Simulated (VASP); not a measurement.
# BaTiO3 (Pm-3m) in VASP: a series of runs, part 2 of 2

VASP 6.6.1. The steps go on from the part before.

### 3 Single point, r2SCAN

This run uses another cell than the first one, of 11.98 Å³/atom, 0.940 times its volume.

POSCAR

```
BaTiO3
1.0
    3.9128820600      0.0000000000      0.0000000000
    0.0000000000      3.9128820600      0.0000000000
    0.0000000000      0.0000000000      3.9128820600
Ba Ti O
1 1 3
Direct
    0.5000000000      0.5000000000      0.5000000000
    0.0000000000      0.0000000000      0.0000000000
    0.5000000000      0.0000000000      0.0000000000
    0.0000000000      0.5000000000      0.0000000000
    0.0000000000      0.0000000000      0.5000000000
```

INCAR.step1

```
PREC = Accurate
ENCUT = 520
ISMEAR = -1
SIGMA = 0.02
LREAL = F
LASPH = T
NELM = 60
NBANDS = 28
GGA = PE
ALGO = Normal
EDIFF = 1E-4
LWAVE = T
LCHARG = F
```

INCAR.step2

```
PREC = Accurate
ENCUT = 520
EDIFF = 1E-7
ISMEAR = -1
SIGMA = 0.02
LREAL = F
LASPH = T
NELM = 60
ALGO = Normal
ISIF = 2
LWAVE = F
LCHARG = F
METAGGA = R2SCAN
LMIXTAU = T
NBANDS = 28
ISTART = 1
```

KPOINTS

```
regular mesh
0
Gamma
  8 8 8
```

Potentials or basis: VASP PAW PBE potentials, release 64 (Ba_sv, Ti_sv, O).

Run with:

```
cat potpaw_PBE.64/Ba_sv/POTCAR potpaw_PBE.64/Ti_sv/POTCAR potpaw_PBE.64/O/POTCAR > POTCAR
cp INCAR.step1 INCAR
mpirun -np 1 vasp_std > vasp.out
cp INCAR.step2 INCAR
mpirun -np 1 vasp_std > vasp.out
```

OUTCAR:

```text
PREC = Accurate
   ENCUT = 520
   EDIFF = 1E-7
   ISMEAR = -1
   LREAL = F
   LASPH = T
   NELM = 60
   ISIF = 2
   METAGGA = R2SCAN
   ISTART = 1

 ion  position               nearest neighbor table
   1  0.500  0.500  0.500-   3 2.77   4 2.77   5 2.77   3 2.77   4 2.77   3 2.77   5 2.77   3 2.77
                             4 2.77   5 2.77   4 2.77   5 2.77   2 3.39   2 3.39   2 3.39   2 3.39
   2  0.000  0.000  0.000-   3 1.96   4 1.96   5 1.96   5 1.96   4 1.96   3 1.96   1 3.39   1 3.39
                             1 3.39   1 3.39   1 3.39   1 3.39   1 3.39   1 3.39
   3  0.500  0.000  0.000-   2 1.96   2 1.96   1 2.77   1 2.77   1 2.77   1 2.77
   4  0.000  0.500  0.000-   2 1.96   2 1.96   1 2.77   1 2.77   1 2.77   1 2.77
   5  0.000  0.000  0.500-   2 1.96   2 1.96   1 2.77   1 2.77   1 2.77   1 2.77

  LATTYP: Found a simple cubic cell.
 ALAT       =     3.9128820600

  Lattice vectors:

 A1 = (   3.9128820600,   0.0000000000,   0.0000000000)
 A2 = (   0.0000000000,   3.9128820600,   0.0000000000)
 A3 = (   0.0000000000,   0.0000000000,   3.9128820600)

Analysis of symmetry for initial positions (statically):
=====================================================================
 Subroutine PRICEL returns:
 Original cell was already a primitive cell.

 Routine SETGRP: Setting up the symmetry group for a
 simple cubic supercell.

 Subroutine GETGRP returns: Found 48 space group operations
[... 9 lines left out ...]

 Routine SETGRP: Setting up the symmetry group for a
 simple cubic supercell.

 Subroutine GETGRP returns: Found 48 space group operations
[... 11 lines left out ...]
                                     Primitive cell

  volume of cell :      59.9088

  direct lattice vectors                    reciprocal lattice vectors
     3.912882060  0.000000000  0.000000000     0.255566098  0.000000000  0.000000000
     0.000000000  3.912882060  0.000000000     0.000000000  0.255566098  0.000000000
     0.000000000  0.000000000  3.912882060     0.000000000  0.000000000  0.255566098

  length of vectors
     3.912882060  3.912882060  3.912882060     0.255566098  0.255566098  0.255566098

  position of ions in fractional coordinates (direct lattice)
     0.500000000  0.500000000  0.500000000
     0.000000000  0.000000000  0.000000000
     0.500000000  0.000000000  0.000000000
     0.000000000  0.500000000  0.000000000
     0.000000000  0.000000000  0.500000000

  ion indices of the primitive-cell ions
   primitive index   ion index
                 1           1
                 2           2
                 3           3
                 4           4
                 5           5

----------------------------------------------------------------------------------------

 KPOINTS: regular mesh

Automatic generation of k-mesh.
 Grid dimensions read from file:
 generate k-points for:    8    8    8

 Generating k-lattice:

  Cartesian coordinates                     Fractional coordinates (reciprocal lattice)
     0.031945762  0.000000000  0.000000000     0.125000000  0.000000000  0.000000000
     0.000000000  0.031945762  0.000000000     0.000000000  0.125000000  0.000000000
     0.000000000  0.000000000  0.031945762     0.000000000  0.000000000  0.125000000

  Length of vectors
     0.031945762  0.031945762  0.031945762

  Shift w.r.t. Gamma in fractional coordinates (k-lattice)
     0.000000000  0.000000000  0.000000000

 Subroutine IBZKPT returns following result:
 ===========================================

 Found     35 irreducible k-points:

 Following reciprocal coordinates:
            Coordinates               Weight
  0.000000  0.000000  0.000000      1.000000
  0.125000  0.000000  0.000000      6.000000
  0.250000  0.000000  0.000000      6.000000
  0.375000  0.000000  0.000000      6.000000
  0.500000  0.000000  0.000000      3.000000
  0.125000  0.125000  0.000000     12.000000
[... 16 lines left out ...]
  0.375000  0.375000  0.125000     24.000000
  0.500000  0.375000  0.125000     24.000000
 [... further k-points ...]
   k-points           NKPTS =     35   k-points in BZ     NKDIM =     35   number of bands    NBANDS=     28
   number of dos      NEDOS =    301   number of ions     NIONS =      5
   total plane-waves  NPLWV =  27000
   dimension x,y,z NGX =    30 NGY =   30 NGZ =   30
   dimension x,y,z NGXF=    60 NGYF=   60 NGZF=   60
   ions per type =               1   1   3
   NGX,Y,Z   is equivalent  to a cutoff of  12.75, 12.75, 12.75 a.u.
   NGXF,Y,Z  is equivalent  to a cutoff of  25.49, 25.49, 25.49 a.u.
 SYSTEM =  unknown system
   PREC   = accura    normal or accurate (medium, high low for compatibility)
   ISTART =      1    job   : 0-new  1-cont  2-samecut
   ICHARG =      0    charge: 1-file 2-atom 10-const
   ISPIN  =      1    spin polarized calculation?
   LNONCOLLINEAR =      F non collinear calculations
   LSORBIT =      F    spin-orbit coupling
   LASPH  =      T    aspherical Exc in radial PAW
   ENCUT  =  520.0 eV  38.22 Ry    6.18 a.u.   7.28  7.28  7.28*2*pi/ulx,y,z
   NELM   =     60;   NELMIN=  2; NELMDL=  0     # of ELM steps
   EDIFF  = 0.1E-06   stopping-criterion for ELM
   LREAL  =      F    real-space projection
   EDIFFG = 0.1E-05   stopping-criterion for IOM
   NSW    =      0    number of steps for IOM
   IBRION =     -1    ionic relax: 0-MD 1-quasi-New 2-CG
   NFREE  =      0    steps in history (QN), initial steepest desc. (CG)
   ISIF   =      2    stress and relaxation
   ISYM   =      2    0-nonsym 1-usesym 2-fastsym
   POTIM  = 0.5000    time-step for ionic-motion
   TEBEG  =    0.0;   TEEND  =   0.0 temperature during run
   PSTRESS=    0.0 pullay stress
   NELECT =      40.0000    total number of electrons
   NUPDOWN=      -1.0000    fix difference up-down
   EMIN   =  10.00;   EMAX   =-10.00  energy-range for DOS
   EFERMI =   0.00;   METHOD = LEGACY
   ISMEAR =    -1;   SIGMA  =   0.02  broadening in eV -4-tet -1-fermi 0-gaus
   EFERMI_NEDOS =   21; number of points for ismear=-14 and -15
   IALGO  =     38    algorithm
   IMIX   =      4    mixing-type and parameters
     AMIX     =   0.40;   BMIX     =  1.00
     AMIX_MAG =   1.60;   BMIX_MAG =  1.00
  volume/ion in A,a.u.               =      11.98        80.86
  Fermi-wavevector in a.u.,A,eV,Ry     =   1.430863  2.703939 27.856147  2.047369
  Thomas-Fermi vector in A             =   2.550662
   LORBIT       =      0    0 simple, 1 ext, 2 COOP (PROOUT), +10 PAW based schemes
   METAGGA = R2SCAN    functional components
   LHFCALC =     F    Hartree Fock is set to
   AEXX    =    0.0000 exact exchange contribution
   IVDW    =     0    specifies the selected vdW correction
   LEPSILON=     F    determine dielectric tensor
   LRPA    =     F    only Hartree local field effects (RPA)
 non-spin polarized calculation
  energy-cutoff  :      520.00
  volume of cell :       59.91
 maximum number of plane-waves:      1640
 NGX is ok and might be reduce to    30
   NGX = 15   NGY = 15   NGZ = 15

 number of electron      40.0000002 magnetization

 Free energy of the ion-electron system (eV)
  ---------------------------------------------------
  ext. energy  EPLUGINS =         0.00000000
  ---------------------------------------------------
  free energy    TOTEN  =       -74.02877085 eV

  energy without entropy =      -74.02877085  energy(sigma->0) =      -74.02877085

 E-fermi :   4.6634     XC(G=0): -12.3104

 val. band max:        4.0729387037   @ k =   0.5000   0.5000   0.5000
 cond. band min:       6.3658852316   @ k =   0.0000   0.0000   0.0000
 fundamental gap:      2.2929465279
 Fermi energy:         4.6633838414

 k-point     1 :       0.0000    0.0000    0.0000
  band No.  band energies     occupation
      1     -54.4837      2.00000
      2     -29.6869      2.00000
      3     -29.6869      2.00000
      4     -29.6869      2.00000
      5     -21.2618      2.00000
      6     -13.9241      2.00000
[... 20 lines left out ...]
     27       9.7682      0.00000
     28      13.2167      0.00000
[... 683 lines left out ...]
 k-point    24 :       0.5000    0.3750    0.1250
  band No.  band energies     occupation
      1     -54.4804      2.00000
      2     -29.7638      2.00000
      3     -29.7516      2.00000
      4     -29.6933      2.00000
      5     -20.9647      2.00000
      6     -13.6913      2.00000
[... 20 lines left out ...]
     27      13.2733      0.00000
     28      14.2736      0.00000

 [... further k-points ...]

------------------------ aborting loop because EDIFF is reached ----------------------------------------

  FORCE on cell =-STRESS in cart. coord.  units (eV):
  Direction    XX          YY          ZZ          XY          YZ          ZX
  --------------------------------------------------------------------------------------
  -------------------------------------------------------------------------------------
  Total        5.7179925      5.7179925      5.7179925      0.0000000      0.0000000      0.0000000
  in kB      152.9198586    152.9198586    152.9198586      0.0000000      0.0000000      0.0000000
  external PRESSURE =     152.9198586 kB  Pullay stress =       0.0000000 kB

 VOLUME and BASIS-vectors are now :
 -----------------------------------------------------------------------------
  energy-cutoff  :      520.00
  volume of cell :       59.91
      direct lattice vectors                 reciprocal lattice vectors
     3.912882060  0.000000000  0.000000000     0.255566098  0.000000000  0.000000000
     0.000000000  3.912882060  0.000000000     0.000000000  0.255566098  0.000000000
     0.000000000  0.000000000  3.912882060     0.000000000  0.000000000  0.255566098

 POSITION                                       TOTAL-FORCE (eV/Angst)
 -----------------------------------------------------------------------------------
      1.95644      1.95644      1.95644         0.000000      0.000000      0.000000
      0.00000      0.00000      0.00000         0.000000      0.000000      0.000000
      1.95644      0.00000      0.00000         0.000000      0.000000      0.000000
      0.00000      1.95644      0.00000         0.000000      0.000000      0.000000
      0.00000      0.00000      1.95644         0.000000      0.000000      0.000000
 -----------------------------------------------------------------------------------
    total drift:                                0.000000     -0.000000      0.000000

  FREE ENERGIE OF THE ION-ELECTRON SYSTEM (eV)
  ---------------------------------------------------
  free  energy   TOTEN  =       -74.0287708525 eV

  energy  without entropy=      -74.0287708525  energy(sigma->0) =      -74.02877085
```

Run time: 2.1 min. Hardware: 1 thread of Intel Xeon 6975P-C (Granite Rapids), shared host; peak memory 0.21 GiB.

Results:

- Free energy: -74.0288 eV
- Pressure: 15.3 GPa
- Band gap on the k mesh: 2.29 eV, indirect (least direct gap 2.38 eV)

Caveat: the PAW data sets were made with another functional, which shifts forces and pressure a little; spin-orbit coupling is left out, which moves the levels of the heavy elements. A k mesh can miss the band edges.

### 4 Single point, r2SCAN

This run uses another cell than the first one, of 12.24 Å³/atom, 0.960 times its volume.

Changes to POSCAR since step 3:

```diff
@@ -2,5 +2,5 @@
 1.0
-    3.9128820600      0.0000000000      0.0000000000
-    0.0000000000      3.9128820600      0.0000000000
-    0.0000000000      0.0000000000      3.9128820600
+    3.9404384800      0.0000000000      0.0000000000
+    0.0000000000      3.9404384800      0.0000000000
+    0.0000000000      0.0000000000      3.9404384800
 Ba Ti O
```

INCAR.step1

```
SYSTEM = BaTiO3
PREC = Accurate
ENCUT = 520
ISMEAR = -1
SIGMA = 0.02
LREAL = .FALSE.
LASPH = .TRUE.
NELM = 60
NBANDS = 28
GGA = PE
ALGO = Normal
EDIFF = 1E-4
LWAVE = .TRUE.
LCHARG = .FALSE.
```

INCAR.step2

```
SYSTEM = BaTiO3
PREC = Accurate
ENCUT = 520
EDIFF = 1E-6
ISMEAR = -1
SIGMA = 0.02
LREAL = .FALSE.
LASPH = .TRUE.
NELM = 60
ALGO = Normal
ISIF = 2
LWAVE = .FALSE.
LCHARG = .FALSE.
METAGGA = R2SCAN
LMIXTAU = .TRUE.
NBANDS = 28
ISTART = 1
```

KPOINTS

```
regular mesh
0
G
  8 8 8
  0 0 0
```

Run with:

```
cat potpaw_PBE.64/Ba_sv/POTCAR potpaw_PBE.64/Ti_sv/POTCAR potpaw_PBE.64/O/POTCAR > POTCAR
cp INCAR.step1 INCAR
mpirun -np 1 vasp_std > vasp.out
cp INCAR.step2 INCAR
mpirun -np 1 vasp_std > vasp.out
```

Wall time 1.9 min (1 thread of Intel Xeon 6975P-C (Granite Rapids), shared host); peak memory 0.21 GiB.

Results (log left out):

- Free energy: -74.1321 eV
- Pressure: 10.3 GPa
- Band gap on the k mesh: 2.24 eV, indirect (least direct gap 2.35 eV)

Levels at points of the mesh, in eV from the valence-band top:
```tsv
k point	band 17	band 18	band 19	band 20	band 21	band 22	band 23	band 24
(0.00, 0.00, 0.00)	-1.20	-0.11	-0.11	-0.11	2.24	2.24	2.24	4.51
(0.50, 0.00, 0.00)	-1.88	-1.88	-0.75	-0.75	2.42	4.11	4.11	4.53
(0.50, 0.50, 0.00)	-1.76	-0.85	-0.85	-0.10	4.12	4.12	4.58	5.50
(0.50, 0.50, 0.50)	-2.39	0.00	0.00	0.00	4.86	4.86	4.86	7.64
```

Caveat: the PAW data sets were made with another functional, which shifts forces and pressure a little; spin-orbit coupling is left out, which moves the levels of the heavy elements. A k mesh can miss the band edges.

### 5 The runs side by side

| cell | k mesh | gap on the mesh (eV) | pressure (GPa) |
| --- | --- | --- | --- |
| a = 3.994 Å, 5 atoms | 6 × 6 × 6 | 2.15 | 1.9 |
| a = 3.913 Å, 5 atoms | 8 × 8 × 8 | 2.29 | 15.3 |
| a = 3.940 Å, 5 atoms | 8 × 8 × 8 | 2.24 | 10.3 |

Alike in all rows: task single point; level r2SCAN; potentials or basis VASP PAW PBE potentials, release 64 (Ba_sv, Ti_sv, O); no spin polarisation; cutoff (eV) 520; smearing fermi-dirac 0.02 eV.

Caveats: the PAW data sets were made with another functional, which shifts forces and pressure a little; spin-orbit coupling is left out, which moves the levels of the heavy elements.

Total energies depend on the potentials used, so only differences within one code and one set of settings carry meaning.
